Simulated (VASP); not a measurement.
# SnSe (Pnma) in VASP: a series of runs, part 2 of 2

VASP 6.6.1. Earlier steps stand in the parts before.

### 3 Relaxation of cell and atoms, PBEsol

This run uses another cell than the first one, of 25.84 Å³/atom.

File INCAR:

```
SYSTEM = SnSe
PREC = Accurate
ENCUT = 600
EDIFF = 1E-7
ISMEAR = 0
SIGMA = 0.03
LREAL = .False.
LASPH = .True.
NELM = 80
ALGO = Normal
ISIF = 3
LWAVE = .False.
LCHARG = .False.
GGA = PS
IBRION = 2
NSW = 90
EDIFFG = -0.005
KPAR = 2
```

File KPOINTS:

```
Automatic mesh
0
Gamma
  4 8 8
  0 0 0
```

File POSCAR:

```
SnSe                                    
1.0
   11.4285959989      0.0000000000      0.0000000000
    0.0000000000      4.1617146958     -0.0000000000
    0.0000000000      0.0000000000      4.3467714012
  Sn              Se            
     4     4
Direct
     0.1185147540175376    0.2500000000000000    0.0888335630606360
     0.3814852459824625    0.7500000000000000    0.5888335630606358
     0.6185147540175377    0.2500000000000000    0.4111664369393639
     0.8814852459824623    0.7500000000000000    0.9111664369393642
     0.3579510432290710    0.2500000000000000    0.0204760098949622
     0.1420489567709290    0.7500000000000000    0.5204760098949621
     0.8579510432290710    0.2500000000000000    0.4795239901050378
     0.6420489567709290    0.7500000000000000    0.9795239901050379
```

Potentials or basis: VASP PAW PBE potentials, release 64 (Sn_d, Se).

Started as:

```bash
$ cat potpaw_PBE.64/Sn_d/POTCAR potpaw_PBE.64/Se/POTCAR > POTCAR
$ mpirun -np 2 vasp_std > vasp.out
```

Wall time 67 min (2 MPI ranks of AMD EPYC 9R14 (Zen 4), shared host); peak memory 0.84 GiB.

The run converged. Its results:

| Property | Result |
| --- | --- |
| Free energy | -35.9342 eV |
| Relaxed volume | 25.88 Å³/atom |
| Relaxed cell | a = 11.431 Å, b = 4.154 Å, c = 4.360 Å, α = 90.00°, β = 90.00°, γ = 90.00° |
| Space group after relaxing (to 0.1 Å) | Pnma (No. 62) |
| Energy gained by relaxing | 0.1 meV/atom |
| Ionic steps | 27 |
| Pressure after relaxing | 0.0 GPa |
| Largest force after relaxing | 0.005 eV/Å |
| Band gap on the k mesh | 0.48 eV (least direct gap 0.76 eV) |

Forces on the atoms (eV/Å):
```
Sn   0.004  0.000  0.002
Sn  -0.004  0.000  0.002
Sn   0.004  0.000 -0.002
Sn  -0.004  0.000 -0.002
Se  -0.001  0.000  0.002
Se   0.001  0.000  0.002
Se  -0.001  0.000 -0.002
Se   0.001  0.000 -0.002
```

The path:
```tsv
step	energy change (eV)	largest force (eV/Å)	pressure (GPa)	volume (Å³)
1	0.0000	0.0099	0.02	206.74
2	0.0000	0.0097	0.00	206.86
3	-0.0001	0.0099	-0.03	206.95
4	-0.0001	0.0120	-0.07	207.13
5	-0.0001	0.0101	-0.04	207.01
6	-0.0001	0.0090	-0.04	207.00
7	-0.0002	0.0090	-0.02	206.99
8	-0.0002	0.0104	0.00	206.95
9	-0.0002	0.0101	0.00	206.96
10	-0.0002	0.0091	0.00	206.95
11	-0.0003	0.0067	0.02	206.92
12	-0.0003	0.0090	0.04	206.87
13	-0.0003	0.0073	0.04	206.88
14	-0.0003	0.0071	0.03	206.91
15	-0.0003	0.0065	0.01	206.98
16	-0.0004	0.0052	-0.02	207.12
17	-0.0004	0.0051	-0.02	207.10
18	-0.0004	0.0066	-0.01	207.06
19	-0.0004	0.0135	0.02	206.97
20	-0.0004	0.0082	0.00	207.03
21	-0.0004	0.0076	0.00	207.02
22	-0.0005	0.0059	0.01	207.00
23	-0.0005	0.0054	0.02	206.95
24	-0.0005	0.0058	0.01	206.94
25	-0.0005	0.0065	0.00	207.01
26	-0.0005	0.0073	-0.01	207.06
27	-0.0006	0.0050	-0.01	207.06
```

Final structure:
```cif
data_structure
_symmetry_space_group_name_H-M 'P 1'
_symmetry_Int_Tables_number 1
_cell_length_a 11.4313
_cell_length_b 4.1541
_cell_length_c 4.3604
_cell_angle_alpha 90.000
_cell_angle_beta 90.000
_cell_angle_gamma 90.000
_cell_volume 207.06
loop_
_atom_site_label
_atom_site_type_symbol
_atom_site_fract_x
_atom_site_fract_y
_atom_site_fract_z
_atom_site_occupancy
Sn1 Sn 0.11780 0.25000 0.09307 1
Sn2 Sn 0.38220 0.75000 0.59307 1
Sn3 Sn 0.61780 0.25000 0.40693 1
Sn4 Sn 0.88220 0.75000 0.90693 1
Se1 Se 0.35742 0.25000 0.02219 1
Se2 Se 0.14258 0.75000 0.52219 1
Se3 Se 0.85742 0.25000 0.47781 1
Se4 Se 0.64258 0.75000 0.97781 1
```

Levels at points of the mesh, in eV from the valence-band top:
```tsv
k point	band 38	band 39	band 40	band 41	band 42	band 43
(0.00, 0.00, 0.00)	-1.33	-0.76	-0.60	0.48	2.92	3.03
(0.50, 0.00, 0.00)	-1.97	-0.62	-0.62	2.51	2.51	2.69
(0.00, 0.50, 0.00)	-1.04	-0.67	-0.67	0.85	0.85	1.36
(0.50, 0.50, 0.00)	-0.96	-0.96	-0.96	1.37	1.37	1.37
(0.00, 0.00, 0.50)	-0.83	-0.29	-0.29	1.16	1.16	1.37
(0.50, 0.00, 0.50)	-0.48	-0.23	-0.23	1.08	1.08	1.43
(0.00, 0.50, 0.50)	-2.42	-1.58	-1.58	2.57	2.57	2.99
(0.50, 0.50, 0.50)	-1.64	-1.64	-1.64	2.33	2.33	2.33
```

Caveat: the PAW data sets were made with another functional, which shifts forces and pressure a little; spin-orbit coupling is left out, which moves the levels of the heavy elements. A k mesh can miss the band edges.

### 4 Relaxation of shape and atoms at fixed volume, PBEsol (24.33 Å³/atom)

This run uses another cell than the first one, of 24.33 Å³/atom.

Changes to INCAR since step 3:

```diff
@@ -10,3 +10,3 @@
 ALGO = Normal
-ISIF = 3
+ISIF = 4
 LWAVE = .False.
@@ -15,4 +15,4 @@
 IBRION = 2
-NSW = 90
-EDIFFG = -0.005
+NSW = 40
+EDIFFG = -0.01
 KPAR = 2
```

KPOINTS is that of step 3.

File POSCAR:

```
SnSe                                    
1.0
   11.1979002811      0.0000000000      0.0000000000
    0.0000000000      4.0692581287     -0.0000000000
    0.0000000000     -0.0000000000      4.2713644559
  Sn              Se            
     4     4
Direct
     0.1178032792429183    0.2500000000000000    0.0930657259609785
     0.3821967207570816    0.7500000000000000    0.5930657259609787
     0.6178032792429181    0.2500000000000000    0.4069342740390215
     0.8821967207570819    0.7500000000000000    0.9069342740390213
     0.3574195364931457    0.2500000000000000    0.0221923746805660
     0.1425804635068542    0.7500000000000000    0.5221923746805663
     0.8574195364931456    0.2500000000000000    0.4778076253194340
     0.6425804635068544    0.7500000000000000    0.9778076253194337
```

Started as:

```bash
$ cat potpaw_PBE.64/Sn_d/POTCAR potpaw_PBE.64/Se/POTCAR > POTCAR
$ mpirun -np 2 vasp_std > vasp.out
```

Run time: 53 min. Hardware: 2 MPI ranks of AMD EPYC 9R14 (Zen 4), shared host; peak memory 0.8 GiB.

It converged, with:

```yaml
Free_energy: -35.8337 eV
Energy_gained_by_relaxing: 6.0 meV/atom
Ionic_steps: 19
Pressure_after_relaxing: 2.8 GPa
Largest_force_after_relaxing: 0.008 eV/Å
Band_gap_on_the_k_mesh: 0.21 eV (least direct gap 0.63 eV)
```

Forces in eV/Å, atoms in the order of the input:
```
Sn  -0.002  0.000 -0.007
Sn   0.002  0.000 -0.007
Sn  -0.002  0.000  0.007
Sn   0.002  0.000  0.007
Se  -0.007  0.000  0.002
Se   0.007  0.000  0.002
Se  -0.007  0.000 -0.002
Se   0.007  0.000 -0.002
```

Stress tensor (GPa, compression positive):
```
2.72 0.00 0.00
0.00 2.79 0.00
0.00 0.00 2.84
```

The path:
```csv
step,energy change (eV),largest force (eV/Å),pressure (GPa)
1,0.0000,0.3496,4.02
2,-0.0277,0.1973,3.54
3,-0.0400,0.0546,2.99
4,-0.0423,0.0235,2.93
5,-0.0423,0.0256,2.93
6,-0.0429,0.0263,2.93
7,-0.0439,0.0284,2.91
8,-0.0439,0.0288,2.90
9,-0.0444,0.0239,2.89
10,-0.0452,0.0216,2.85
11,-0.0449,0.0424,2.79
12,-0.0454,0.0297,2.82
13,-0.0459,0.0345,2.83
14,-0.0463,0.0435,2.83
15,-0.0467,0.0366,2.83
16,-0.0474,0.0163,2.81
17,-0.0474,0.0257,2.77
18,-0.0476,0.0088,2.79
19,-0.0478,0.0078,2.78
```

Final structure:
```xyz
8
Lattice="11.2112 0.0000 0.0000 0.0000 4.1105 0.0000 0.0000 0.0000 4.2235" Properties=species:S:1:pos:R:3 pbc="T T T"
Sn    1.3070    1.0276    0.3016
Sn    4.2986    3.0829    2.4133
Sn    6.9126    1.0276    1.8102
Sn    9.9042    3.0829    3.9219
Se    4.0306    1.0276    0.0862
Se    1.5750    3.0829    2.1979
Se    9.6362    1.0276    2.0255
Se    7.1806    3.0829    4.1372
```

Levels at points of the mesh, in eV from the valence-band top:
| k point | band 38 | band 39 | band 40 | band 41 | band 42 | band 43 |
| --- | --- | --- | --- | --- | --- | --- |
| (0.00, 0.00, 0.00) | -1.51 | -0.90 | -0.77 | 0.22 | 3.04 | 3.10 |
| (0.50, 0.00, 0.00) | -2.22 | -0.77 | -0.77 | 2.50 | 2.50 | 2.73 |
| (0.00, 0.50, 0.00) | -1.17 | -0.52 | -0.52 | 0.65 | 0.65 | 1.32 |
| (0.50, 0.50, 0.00) | -0.93 | -0.93 | -0.93 | 1.35 | 1.35 | 1.35 |
| (0.00, 0.00, 0.50) | -0.89 | -0.38 | -0.38 | 0.95 | 0.95 | 1.11 |
| (0.50, 0.00, 0.50) | -0.53 | -0.23 | -0.23 | 0.93 | 0.93 | 1.03 |
| (0.00, 0.50, 0.50) | -2.61 | -1.86 | -1.86 | 2.55 | 2.55 | 2.93 |
| (0.50, 0.50, 0.50) | -1.81 | -1.81 | -1.81 | 2.18 | 2.18 | 2.18 |

Caveat: the PAW data sets were made with another functional, which shifts forces and pressure a little; spin-orbit coupling is left out, which moves the levels of the heavy elements.

### 5 Summary

```tsv
task	cell	gap on the mesh (eV)	pressure (GPa)	relaxed volume (Å³/atom)	largest force (eV/Å)
relaxation of cell and atoms	relaxed from a = 11.420, b = 4.190, c = 4.460 Å, 8 atoms, atomic positions A	0.46	0.0	25.84	0.01
relaxation of cell and atoms	relaxed from a = 11.429, b = 4.162, c = 4.347 Å, 8 atoms, atomic positions B	0.48	0.0	25.88	-
relaxation of shape and atoms at fixed volume	atoms relaxed from a = 11.198, b = 4.069, c = 4.271 Å, 8 atoms, atomic positions C	0.21	2.8	-	0.01
```

Alike in all rows: level PBEsol; potentials or basis VASP PAW PBE potentials, release 64 (Sn_d, Se); no spin polarisation; k mesh 4 × 8 × 8; cutoff (eV) 600; smearing gaussian 0.03 eV.

Caveats: the PAW data sets were made with another functional, which shifts forces and pressure a little; spin-orbit coupling is left out, which moves the levels of the heavy elements.

Absolute energies hang on the potentials; compare differences alone.
